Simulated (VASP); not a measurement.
NiO: single point with PBE

NiO, a wire with vacuum:

```
Ni O
1.0
    10.70000    0.00000    0.00000
     0.00000    9.30000    0.00000
     0.00000    0.00000    2.01120
Ni O
1 1
Direct
  0.42020 0.50000 0.00000
  0.57980 0.50000 0.50000
```

```yaml
Program: VASP 6.6.1
Task: single point
Functional: PBE
Potentials_or_basis: VASP PAW PBE potentials, release 64 (Ni, O)
Cutoff: 520 eV
k_mesh: 1 × 1 × 32
Occupations: gaussian, width 0.05 eV
Spin: collinear spin, ferromagnetic start
Starting_moments: "[1.6, 0.5] μB"
Dipole_correction: no
Further_INCAR_settings: ALGO = Normal; EDIFF = 1e-07; NBANDS = 19
```

* Largest force: 1.838 eV/Å
* Net moment: 1.61 μB per cell
* Site moments: Ni +1.00; O +0.48 μB
* Valence electrons inside the program's atomic spheres: Ni 9.29; O 4.73

Forces on the atoms (eV/Å):
```
Ni   1.838  0.000  0.000
O   -1.838  0.000  0.000
```

Levels at points of the mesh, in eV from the Fermi level:
Spin up:
```tsv
k point	band 6	band 7	band 8	band 9	band 10	band 11	band 12	band 13
(0.00, 0.00, 0.00)	-1.70	-0.96	-0.86	-0.41	2.15	3.40	5.49	5.61
(0.00, 0.00, 0.50)	-1.36	-1.07	-0.58	-0.51	7.17	9.96	11.76	13.81
```
Spin down:
```tsv
k point	band 5	band 6	band 7	band 8	band 9	band 10
(0.00, 0.00, 0.00)	-1.44	-0.50	-0.14	0.17	0.65	3.02
(0.00, 0.00, 0.50)	-0.38	-0.35	0.01	0.24	0.76	7.40
```

Run time: 2.5 min on 1 thread of Intel(R) Xeon(R) 6975P-C (Granite Rapids), on a shared host, peak memory 0.41 GiB.

Caveat: semilocal functionals often make such compounds metallic where correlation or magnetic order opens a gap, which also shifts bond lengths. With open d or f shells a metallic result of PBE can be an artefact of self-interaction; +U or a hybrid may open a gap.
